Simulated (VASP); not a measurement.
Wanted: the native input for a VASP 6.6.1 run.

```
Task                   : single point
Functional             : PBE
Potentials or basis    : VASP PAW PBE potentials, release 64 (Si, C)
Cutoff                 : 520 eV
k mesh                 : 12 × 12 × 7
Occupations            : fermi-dirac, width 0.1 eV
Spin                   : no spin polarisation
Dipole correction      : no
Further INCAR settings : ALGO = Normal; EDIFF = 1e-06; NBANDS = 16
```

The structure of SiC (NiAs type) lies in POSCAR:

```
SiC
1.0
    2.7977404829      0.0000000000      0.0000000000
   -1.3988702414      2.4229143314      0.0000000000
    0.0000000000      0.0000000000      4.6541637598
Si C
2 2
Direct
    0.0000000000      0.0000000000      0.0000000000
    0.0000000000      0.0000000000      0.5000000000
    0.3333333333      0.6666666667      0.2500000000
    0.6666666667      0.3333333333      0.7500000000
```

These files were run (other wordings do the same):

INCAR

```
SYSTEM = SiC
ALGO     = Normal         ! electronic algorithm
EDIFF    = 1E-6           ! SCF threshold, eV
ENCUT    = 520            ! plane-wave cutoff, eV
GGA      = PE             ! functional
ISIF     = 2              ! what is computed and relaxed
ISMEAR   = -1             ! smearing method
LASPH    = .True.         ! aspherical terms in the spheres
LCHARG   = .False.        ! write CHGCAR
LREAL    = .False.        ! projectors in reciprocal space
LWAVE    = .False.        ! write WAVECAR
NBANDS   = 16             ! bands
NELM     = 80             ! most SCF steps
PREC     = Accurate       ! precision mode
SIGMA    = 0.1            ! smearing width, eV
```

KPOINTS

```
k-points
0
Gamma
  12 12 7
  0 0 0
```

Potentials or basis: VASP PAW PBE potentials, release 64 (Si, C).

Run with:

```console
$ cat potpaw_PBE.64/Si/POTCAR potpaw_PBE.64/C/POTCAR > POTCAR
$ mpirun -np 1 vasp_std > vasp.out
```

It gave:

```
Pressure               : 21.0 GPa
Band gap on the k mesh : zero (band 8 reaches 13.00 eV, above the bottom of band 9 at 11.91 eV)
```

Wall time 15 s on 1 thread of Intel(R) Xeon(R) 6975P-C (Granite Rapids) (shared host), peak memory 0.16 GiB.
